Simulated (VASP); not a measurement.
# ZnCd2TeO2 (P4/mmm) in VASP: notebook, part 2 of 2

VASP 6.6.1. The steps go on from the part before.

### Step 4. Relaxation of cell and atoms, PBE

Input file INCAR:

```
PREC     = Accurate       # precision mode
ENCUT    = 600            # plane-wave cutoff, eV
EDIFF    = 1E-6           # SCF threshold, eV
ISMEAR   = 0              # smearing method
SIGMA    = 0.1            # smearing width, eV
LREAL    = F              # projectors in reciprocal space
LASPH    = T              # aspherical terms in the spheres
NELM     = 80             # most SCF steps
ALGO     = Normal         # electronic algorithm
ISIF     = 3              # what is computed and relaxed
LWAVE    = F              # write WAVECAR
LCHARG   = F              # write CHGCAR
GGA      = PE             # functional
IBRION   = 2              # ionic algorithm
NSW      = 90             # ionic steps
EDIFFG   = -0.04          # ionic threshold
```

Input file KPOINTS:

```
regular mesh
0
Gamma
  4 4 4
```

Input file POSCAR:

```
ZnCd2TeO2
1.0
    4.4857126800      0.0000000000      0.0000000000
    0.0000000000      4.4857126800      0.0000000000
    0.0000000000      0.0000000000      6.0242128600
Zn Cd Te O
1 2 1 2
Direct
    0.0000000000      0.0000000000      0.0000000000
    0.5000000000      0.0000000000      0.0000000000
    0.0000000000      0.5000000000      0.0000000000
    0.0000000000      0.0000000000      0.5000000000
    0.5000000000      0.5000000000      0.7457699800
    0.5000000000      0.5000000000      0.2542300200
```

The run is started by

```sh
> cat potpaw_PBE.64/Zn/POTCAR potpaw_PBE.64/Cd/POTCAR potpaw_PBE.64/Te/POTCAR potpaw_PBE.64/O/POTCAR > POTCAR
> mpirun -np 1 vasp_std > vasp.out
```

Wall time 16 min (1 thread of Intel Xeon 6975P-C (Granite Rapids), shared host); peak memory 0.3 GiB.

Results (log left out):

- Free energy: -14.2646 eV
- Relaxed volume: 23.87 Å³/atom
- Relaxed cell: a = 5.214 Å, b = 5.214 Å, c = 5.269 Å, α = 90.00°, β = 90.00°, γ = 90.00°
- Space group after relaxing (to 0.05 Å): P4/mmm (No. 123)
- Energy gained by relaxing: 664.2 meV/atom
- Ionic steps: 31
- Pressure after relaxing: 0.0 GPa
- Largest force after relaxing: 0.030 eV/Å
- Band gap on the k mesh: zero (band 27 reaches 1.72 eV, above the bottom of band 28 at 1.15 eV)

Forces on the atoms (eV/Å):
```
Zn   0.000  0.000  0.000
Cd   0.000  0.000  0.000
Cd   0.000  0.000  0.000
Te   0.000  0.000  0.000
O    0.000  0.000 -0.030
O    0.000  0.000  0.030
```

Stress tensor (GPa, compression positive):
```
-0.05  0.00  0.00
 0.00 -0.05  0.00
 0.00  0.00  0.07
```

The path:
| step | energy change (eV) | largest force (eV/Å) | pressure (GPa) | volume (Å³) |
| --- | --- | --- | --- | --- |
| 1 | 0.0000 | 1.0096 | 6.41 | 121.22 |
| 2 | -1.3150 | 0.8676 | -2.47 | 135.13 |
| 3 | -1.4927 | 1.0380 | -4.29 | 140.05 |
| 4 | -1.6149 | 1.2140 | -6.72 | 149.53 |
| 5 | -1.5986 | 1.1849 | -5.81 | 145.20 |
| 6 | -2.2971 | 1.0526 | -2.18 | 131.84 |
| 7 | -2.2972 | 1.0460 | -2.20 | 131.92 |
| 8 | -2.5703 | 1.7079 | 1.11 | 124.47 |
| 9 | -2.6812 | 2.4860 | 6.39 | 116.59 |
| 10 | -2.7595 | 2.6434 | 7.29 | 115.86 |
| 11 | -2.9296 | 1.9931 | 10.21 | 113.68 |
| 12 | -2.4915 | 2.2413 | 19.49 | 109.33 |
| 13 | -2.9492 | 1.6800 | 11.11 | 113.14 |
| 14 | -3.1639 | 1.2257 | 9.99 | 115.12 |
| 15 | -3.5651 | 0.5315 | 7.90 | 121.20 |
| 16 | -2.7335 | 11.6241 | 11.35 | 134.01 |
| 17 | -3.5953 | 1.2822 | 7.94 | 122.79 |
| 18 | -3.6039 | 1.7819 | 7.93 | 123.96 |
| 19 | -3.8155 | 0.7115 | 4.65 | 128.79 |
| 20 | -3.9188 | 1.1487 | -1.09 | 140.77 |
| 21 | -3.9390 | 0.7381 | 0.21 | 137.48 |
| 22 | -3.9393 | 0.6834 | 0.35 | 137.08 |
| 23 | -3.9570 | 0.5599 | 0.27 | 138.17 |
| 24 | -3.9802 | 0.2164 | 0.19 | 140.62 |
| 25 | -3.9539 | 0.8011 | 0.40 | 145.57 |
| 26 | -3.9829 | 0.0380 | 0.16 | 141.72 |
| 27 | -3.9830 | 0.0221 | 0.19 | 141.81 |
| 28 | -3.9839 | 0.0396 | 0.08 | 142.23 |
| 29 | -3.9847 | 0.0757 | -0.11 | 143.08 |
| 30 | -3.9847 | 0.0815 | -0.14 | 143.22 |
| 31 | -3.9851 | 0.0300 | -0.01 | 143.22 |

Final structure:
```
Zn Cd Te O
1.0
     5.21356    0.00000    0.00000
     0.00000    5.21356    0.00000
     0.00000    0.00000    5.26916
Zn Cd Te O
1 2 1 2
Direct
  0.00000 0.00000 0.00000
  0.50000 0.00000 0.00000
  0.00000 0.50000 0.00000
  0.00000 0.00000 0.50000
  0.50000 0.50000 0.86324
  0.50000 0.50000 0.13676
```

Levels at points of the mesh, in eV from the Fermi level:
```
           k point  band 23  band 24  band 25  band 26  band 27  band 28  band 29  band 30  band 31  band 32
(0.00, 0.00, 0.00)    -3.47    -1.75    -1.75    -0.07    -0.07     0.11     2.34     2.34     2.67     5.10
(0.50, 0.00, 0.00)    -3.24    -2.29    -1.81    -0.28    -0.07     0.44     2.05     2.44     3.62     5.68
(0.50, 0.50, 0.00)    -2.91    -2.08    -2.08    -0.47    -0.47     1.08     1.08     3.21     4.29     4.29
(0.00, 0.00, 0.50)    -1.07    -1.07     0.04     0.04     0.48     0.57     0.57     0.82     2.44     3.56
(0.50, 0.00, 0.50)    -2.44    -1.88    -0.91    -0.54    -0.14     0.57     1.58     3.71     3.84     5.19
(0.50, 0.50, 0.50)    -2.07    -2.07    -0.70    -0.70    -0.03    -0.03     2.73     3.65     4.14     5.31
```

Caveat: the volume moved by over 15 % at a fixed basis, so the end points are rough; spin-orbit coupling is left out, which moves the levels of the heavy elements.

### Step 5. Single point, PBE

This run uses another cell than the first one, of 23.66 Å³/atom, 1.171 times its volume.

Input file INCAR:

```
ALGO     = Normal         # electronic algorithm
EDIFF    = 1E-6           # SCF threshold, eV
ENCUT    = 520            # plane-wave cutoff, eV
GGA      = PE             # functional
ISIF     = 2              # what is computed and relaxed
ISMEAR   = 0              # smearing method
LASPH    = True           # aspherical terms in the spheres
LCHARG   = True           # write CHGCAR
LELF     = True           # ELF
LREAL    = False          # projectors in reciprocal space
LVHAR    = True         
LWAVE    = False          # write WAVECAR
NBANDS   = 36             # bands
NELM     = 80             # most SCF steps
PREC     = Accurate       # precision mode
SIGMA    = 0.1            # smearing width, eV
```

Input file KPOINTS:

```
k-points
0
Gamma
  8 8 8
```

Input file POSCAR:

```
ZnCd2TeO2
1.0
    5.2086792893      0.0000000000      0.0000000000
    0.0000000000      5.2086792893      0.0000000000
    0.0000000000      0.0000000000      5.2317778308
Zn Cd Te O
1 2 1 2
Direct
    0.0000000000      0.0000000000      0.0000000000
    0.5000000000      0.0000000000      0.0000000000
    0.0000000000      0.5000000000      0.0000000000
    0.0000000000      0.0000000000      0.5000000000
    0.5000000000      0.5000000000      0.8624516038
    0.5000000000      0.5000000000      0.1375483962
```

The run is started by

```sh
> cat potpaw_PBE.64/Zn/POTCAR potpaw_PBE.64/Cd/POTCAR potpaw_PBE.64/Te/POTCAR potpaw_PBE.64/O/POTCAR > POTCAR
> mpirun -np 1 vasp_std > vasp.out
```

Wall time 3.9 min (1 thread of Intel Xeon 6975P-C (Granite Rapids), shared host); peak memory 0.52 GiB.

The run converged. Its results:

```
Free energy            : -14.3787 eV
Pressure               : 0.3 GPa
Largest force          : 0.274 eV/Å
Band gap on the k mesh : zero (band 27 reaches 1.79 eV, above the bottom of band 28 at 1.26 eV)
```

Forces in eV/Å, atoms in the order of the input:
```
Zn   0.000  0.000  0.000
Cd   0.000  0.000  0.000
Cd   0.000  0.000  0.000
Te   0.000  0.000  0.000
O    0.000  0.000 -0.274
O    0.000  0.000  0.274
```

Stress tensor (GPa, compression positive):
```
0.23 0.00 0.00
0.00 0.23 0.00
0.00 0.00 0.40
```

Levels at points of the mesh, in eV from the Fermi level:
```
           k point  band 23  band 24  band 25  band 26  band 27  band 28  band 29  band 30  band 31  band 32
(0.00, 0.00, 0.00)    -3.60    -1.87    -1.87    -0.06    -0.06     0.04     2.32     2.32     2.61     5.11
(0.50, 0.00, 0.00)    -3.36    -2.30    -1.95    -0.28    -0.06     0.40     1.99     2.43     3.58     5.73
(0.50, 0.50, 0.00)    -3.04    -2.17    -2.17    -0.47    -0.47     1.06     1.06     3.15     4.25     4.25
(0.00, 0.00, 0.50)    -1.18    -1.18     0.04     0.04     0.44     0.51     0.51     0.78     2.40     3.46
(0.50, 0.00, 0.50)    -2.50    -2.00    -1.03    -0.55    -0.14     0.51     1.56     3.66     3.86     4.68
(0.50, 0.50, 0.50)    -2.18    -2.18    -0.73    -0.73    -0.04    -0.04     2.76     3.62     4.12     5.34
```

Caveat: spin-orbit coupling is left out, which moves the levels of the heavy elements.

### Step 6. The runs side by side

| task | cell | k mesh | cutoff (eV) | gap on the mesh (eV) | pressure (GPa) | largest force (eV/Å) |
| --- | --- | --- | --- | --- | --- | --- |
| single point | a = 4.486, b = 4.486, c = 6.024 Å, 6 atoms | 4 × 4 × 4 | 520 | none | 6.5 | 1.01 |
| single point | a = 5.224, b = 5.224, c = 5.281 Å, 6 atoms | 4 × 4 × 4 | 520 | none | 0.4 | 0.30 |
| relaxation of cell and atoms | relaxed from a = 4.486, b = 4.486, c = 6.024 Å, 6 atoms | 4 × 4 × 4 | 600 | none | 0.0 | 0.03 |
| single point | a = 5.209, b = 5.209, c = 5.232 Å, 6 atoms | 8 × 8 × 8 | 520 | none | 0.3 | 0.27 |

Alike in all rows: level PBE; potentials or basis VASP PAW PBE potentials, release 64 (Zn, Cd, Te, O); no spin polarisation; smearing gaussian 0.1 eV.

Caveats: spin-orbit coupling is left out, which moves the levels of the heavy elements; forces of over 1 eV/Å act on the atoms, so gaps and moduli don't describe the material at rest (some runs); the volume moved by over 15 % at a fixed basis, so the end points are rough (some runs).

Absolute energies hang on the potentials; compare differences alone.
